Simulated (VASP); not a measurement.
A run of VASP 6.6.1 is set up as follows.

INCAR

```
PREC = Accurate
ENCUT = 520
EDIFF = 1E-7
ISMEAR = 0
SIGMA = 0.1
LREAL = F
LASPH = T
NELM = 60
ALGO = Normal
ISIF = 2
LWAVE = F
LCHARG = F
LDIPOL = T
IDIPOL = 3
DIPOL = 0.5 0.5 0.330
GGA = PE
NBANDS = 52
```

KPOINTS

```
regular mesh
0
Gamma
  6 6 1
```

The input POSCAR:

```
Mo6H
1.0
    4.4695765307      0.0000000000      0.0000000000
   -2.2347882654      3.8707668198      0.0000000000
    0.0000000000      0.0000000000     19.7595667350
Mo H
6 1
Direct
    0.6666666667      0.3333333333      0.2024335884
    0.3333333333      0.6666666667      0.2486060831
    0.0000000000      0.0000000000      0.2947785777
    0.6666666667      0.3333333333      0.3368821116
    0.3333333333      0.6666666667      0.3779725564
    0.0000000000      0.0000000000      0.4180034333
    0.4444444444      0.1111111111      0.4283719979
```

Potentials or basis: VASP PAW PBE potentials, release 64 (Mo_sv, H).

Launch:

```console
$ cat potpaw_PBE.64/Mo_sv/POTCAR potpaw_PBE.64/H/POTCAR > POTCAR
$ mpirun -np 1 vasp_std > vasp.out
```

Q: What does it give for the largest force?

A: 1.574 eV/Å.

Q: Predict the band gap on the k mesh.

A: Zero (an odd number of electrons rules out a gap without spin polarisation).

Forces in eV/Å, atoms in the order of the input:
```
Mo   0.019  0.031  1.574
Mo  -0.064 -0.169 -0.654
Mo   0.004  0.088 -1.432
Mo   0.184  0.201 -0.084
Mo  -0.370 -0.009  0.246
Mo  -0.927  0.072  0.344
H    1.154 -0.213  0.006
```
